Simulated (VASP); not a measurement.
Te2Pt: relaxation of cell and atoms with PBEsol

Crystal: Te2Pt.

```xyz
3
Lattice="4.0180 0.0000 0.0000 -2.0090 3.4797 0.0000 0.0000 0.0000 5.2120" Properties=species:S:1:pos:R:3 pbc="T T T"
Te    0.0000    2.3198    1.3030
Te    2.0090    1.1599    3.9090
Pt    0.0000    0.0000    0.0000
```

```json
{
 "Program": "VASP 6.6.1",
 "Task": "relaxation of cell and atoms",
 "Functional": "PBEsol",
 "Potentials or basis": "VASP PAW PBE potentials, release 64 (Te, Pt)",
 "Cutoff": "500 eV",
 "k mesh": "6 × 6 × 4",
 "Occupations": "gaussian, width 0.1 eV",
 "Spin": "no spin polarisation",
 "Dipole correction": "no",
 "Further INCAR settings": "ALGO = Normal; EDIFF = 1e-07; IBRION = 2; EDIFFG = -0.05; NSW = 100; ISIF = 3"
}
```

| Property | Result |
| --- | --- |
| Relaxed volume | 24.29 Å³/atom |
| Relaxed cell | a = 4.035 Å, b = 4.035 Å, c = 5.169 Å, α = 90.00°, β = 90.00°, γ = 120.00° |
| Space group after relaxing (to 0.05 Å) | P-3m1 (No. 164) |
| Energy gained by relaxing | 14.4 meV/atom |
| Ionic steps | 10 |
| Pressure after relaxing | 0.0 GPa |
| Largest force after relaxing | 0.024 eV/Å |
| Band gap on the k mesh | zero (band 11 reaches 9.57 eV, above the bottom of band 12 at 8.43 eV) |

Forces in eV/Å, atoms in the order of the input:
```
Te   0.000  0.000 -0.024
Te   0.000  0.000  0.024
Pt   0.000  0.000  0.000
```

Stress tensor (GPa, compression positive):
```
 0.07  0.00  0.00
 0.00  0.07  0.00
 0.00  0.00 -0.04
```

The path:
```csv
step,energy change (eV),largest force (eV/Å),pressure (GPa),volume (Å³)
1,0.0000,0.7264,3.20,72.87
2,0.0375,0.3809,-5.34,78.12
3,-0.0291,0.2424,-0.57,74.87
4,-0.0291,0.2513,-0.51,74.83
5,-0.0358,0.1713,-0.33,74.35
6,-0.0402,0.0286,0.03,73.50
7,-0.0422,0.0212,-0.22,73.37
8,-0.0427,0.0650,-0.43,73.25
9,-0.0430,0.0041,0.35,72.60
10,-0.0433,0.0238,0.04,72.86
```

Final structure:
```
Te Pt
1.0
     4.03465    0.00000    0.00000
    -2.01732    3.49411    0.00000
     0.00000    0.00000    5.16853
Te Pt
2 1
Direct
  0.33333 0.66667 0.26172
  0.66667 0.33333 0.73828
  0.00000 0.00000 0.00000
```

Levels at points of the mesh, in eV from the Fermi level:
```tsv
k point	band 8	band 9	band 10	band 11	band 12	band 13	band 14	band 15
(0.00, 0.00, 0.00)	-2.69	-0.49	-0.49	0.92	0.92	1.57	2.55	4.17
(0.50, 0.00, 0.00)	-3.47	-3.42	-3.42	-2.90	0.09	2.60	3.84	5.30
(0.00, 0.00, 0.50)	-2.33	-1.39	-1.24	-1.24	2.24	2.24	4.09	4.97
(0.50, 0.00, 0.50)	-3.42	-3.25	-2.37	-0.74	0.35	1.35	4.26	4.32
```

Run time: 2.9 min on 1 thread of Intel(R) Xeon(R) Platinum 8259CL CPU @ 2.50GHz (Skylake/Cascade Lake), with other jobs on the host, peak memory 0.21 GiB.

Caveat: the PAW data sets were made with another functional, which shifts forces and pressure a little; spin-orbit coupling is left out, which moves the levels of the heavy elements; the relaxation stopped at a loose force limit of 0.05 eV/Å, so its end isn't a converged minimum.
